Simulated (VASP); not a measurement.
Set up this calculation in VASP 6.6.1, as the native input.

```
Task                   : single point
Functional             : PBE
Potentials or basis    : VASP PAW PBE potentials, release 64 (In_d, P)
Cutoff                 : 520 eV
k mesh                 : 6 × 6 × 8
Occupations            : gaussian, width 0.02 eV
Spin                   : no spin polarisation
Dipole correction      : no
Further INCAR settings : ALGO = Normal; EDIFF = 1e-06; NBANDS = 46
```

The structure of InP lies in POSCAR:

```
InP
1.0
    7.2775649437      0.0000000000      0.0000000000
    0.0000000000      7.2775649437      0.0000000000
    0.0000000000      0.0000000000      4.2149637164
In P
4 4
Direct
    0.6780386802      0.6780386802      0.0000000000
    0.1780386802      0.8219613198      0.5000000000
    0.8219613198      0.1780386802      0.5000000000
    0.3219613198      0.3219613198      0.0000000000
    0.8194384604      0.8194384604      0.5000000000
    0.1805615396      0.1805615396      0.5000000000
    0.6805615396      0.3194384604      0.0000000000
    0.3194384604      0.6805615396      0.0000000000
```

The cell was built from a structure type or drawn by symmetry, and may not be a known phase.

These files were run (other wordings do the same):

INCAR

```
ALGO = Normal
EDIFF = 1E-6
ENCUT = 520
GGA = PE
ISIF = 2
ISMEAR = 0
LASPH = T
LCHARG = T
LELF = T
LREAL = F
LVHAR = T
LWAVE = F
NBANDS = 46
NELM = 100
PREC = Accurate
SIGMA = 0.02
```

KPOINTS

```
k-points
0
Gamma
  6 6 8
```

Potentials or basis: VASP PAW PBE potentials, release 64 (In_d, P).

Run with:

```bash
$ cat potpaw_PBE.64/In_d/POTCAR potpaw_PBE.64/P/POTCAR > POTCAR
$ mpirun -np 1 vasp_std > vasp.out
```

Results of the run:

```
Pressure               : 0.0 GPa
Largest force          : 0.003 eV/Å
Band gap on the k mesh : 0.57 eV
```

Caveat: spin-orbit coupling is left out, which moves the levels of the heavy elements.

It took 5.2 min on 1 thread of Intel(R) Xeon(R) Platinum 8488C (Sapphire Rapids), on a shared host, peak memory 0.53 GiB.
